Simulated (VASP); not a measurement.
Here is a VASP 6.6.1 calculation.

Contents of INCAR:

```
  PREC = Accurate
  ENCUT = 520
  EDIFF = 1E-6
  ISMEAR = 0
  SIGMA = 0.1
  LREAL = F
  LASPH = T
  NELM = 60
  ALGO = Normal
  ISIF = 2
  LWAVE = F
  LCHARG = F
  GGA = PE
  NBANDS = 26
```

KPOINTS

```
regular mesh
0
Gamma
  18 18 8
```

File POSCAR:

```
WC
1.0
    2.9174674820      0.0000000000      0.0000000000
   -1.4587337410      2.5266009541      0.0000000000
    0.0000000000      0.0000000000      5.7522486909
W C
2 2
Direct
    0.0000000000      0.0000000000      0.0000000000
    0.0000000000      0.0000000000      0.5000000000
    0.3333333333      0.6666666667      0.2500000000
    0.6666666667      0.3333333333      0.7500000000
```

Potentials or basis: VASP PAW PBE potentials, release 64 (W_sv, C).

Command:

```sh
$ cat potpaw_PBE.64/W_sv/POTCAR potpaw_PBE.64/C/POTCAR > POTCAR
$ mpirun -np 1 vasp_std > vasp.out
```

**Question.** Estimate the pressure.

**Answer.** 1.0 GPa.

**Question.** Predict the band gap on the k mesh.

**Answer.** Zero (bands 18 and 19 overlap by 0.71 eV).

Caveat: spin-orbit coupling is left out, which moves the levels of the heavy elements.
